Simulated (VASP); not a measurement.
Set up this calculation in VASP 6.6.1, as the native input.

* Task: relaxation of cell and atoms
* Functional: PBE
* Potentials or basis: VASP PAW PBE potentials, release 64 (As, Se)
* Cutoff: 600 eV
* k mesh: 12 × 12 × 12
* Occupations: gaussian, width 0.1 eV
* Spin: no spin polarisation
* Dipole correction: no
* Further INCAR settings: ALGO = Normal; EDIFF = 1e-07; IBRION = 2; EDIFFG = -0.01; NSW = 100; ISIF = 3

The structure of AsSe2 lies in POSCAR:

```
AsSe2
1.0
    0.0000000000      3.2948179817      3.2948179817
    3.2948179817      0.0000000000      3.2948179817
    3.2948179817      3.2948179817      0.0000000000
As Se
1 2
Direct
    0.0000000000      0.0000000000      0.0000000000
    0.2500000000      0.2500000000      0.2500000000
    0.7500000000      0.7500000000      0.7500000000
```

The cell was generated, and may not be a known phase.

These files were run (other wordings do the same):

INCAR

```
PREC = Accurate ; ENCUT = 600
EDIFF = 1E-7 ; ISMEAR = 0
SIGMA = 0.1 ; LREAL = F
LASPH = T ; NELM = 100
ALGO = Normal ; ISIF = 3
LWAVE = F ; LCHARG = F
GGA = PE ; IBRION = 2
NSW = 100 ; EDIFFG = -0.01
```

KPOINTS

```
Automatic mesh
0
Gamma
  12 12 12
```

Potentials or basis: VASP PAW PBE potentials, release 64 (As, Se).

The run is started by

```console
$ cat potpaw_PBE.64/As/POTCAR potpaw_PBE.64/Se/POTCAR > POTCAR
$ mpirun -np 1 vasp_std > vasp.out
```

Results of the run:

```json
{"Relaxed volume": "23.80 Å³/atom", "Relaxed cell": "a = 4.656 Å, b = 4.656 Å, c = 4.656 Å, α = 60.00°, β = 60.00°, γ = 60.00°", "Space group after relaxing (to 0.1 Å)": "Fm-3m (No. 225)", "Energy gained by relaxing": "0.0 meV/atom", "Ionic steps": "2", "Pressure after relaxing": "0.0 GPa", "Band gap on the k mesh": "zero (an odd number of electrons rules out a gap without spin polarisation)"}
```

Wall time 3.5 min on 1 thread of Intel Xeon 8259CL (shared host), peak memory 0.3 GiB.
